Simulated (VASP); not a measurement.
CdTe:

```xyz
2
Lattice="0.0000 3.3091 3.3091 3.3091 0.0000 3.3091 3.3091 3.3091 0.0000" Properties=species:S:1:pos:R:3 pbc="T T T"
Cd    0.0000    0.0000    0.0000
Te    1.6545    1.6545    1.6545
```

* Program: VASP 6.6.1
* Task: relaxation of cell and atoms
* Functional: LDA
* Potentials or basis: VASP PAW LDA potentials, release 64 (Cd, Te)
* Cutoff: 600 eV
* k mesh: 6 × 6 × 6
* Occupations: fermi-dirac, width 0.02 eV
* Spin: no spin polarisation

At the start: pressure -3.4 GPa; volume 36.23 Å³/atom.

How do energy, volume and symmetry change on relaxing?

Over 3 steps the energy falls by 36.3 meV/atom and the volume is 33.08 Å³/atom (-8.7 %); space group F-43m (No. 216, to 0.05 Å).

Step by step:
```
step  energy change (eV)  largest force (eV/Å)  pressure (GPa)  volume (Å³)
   1              0.0000                0.0000           -3.38        72.47
   2             -0.0679                0.0000            1.06        64.74
   3             -0.0726                0.0000            0.00        66.16
```

Final structure:
```
Cd Te
1.0
     0.00000    3.21009    3.21009
     3.21009    0.00000    3.21009
     3.21009    3.21009    0.00000
Cd Te
1 1
Cartesian
  0.0000 0.0000 0.0000
  1.6050 1.6050 1.6050
```
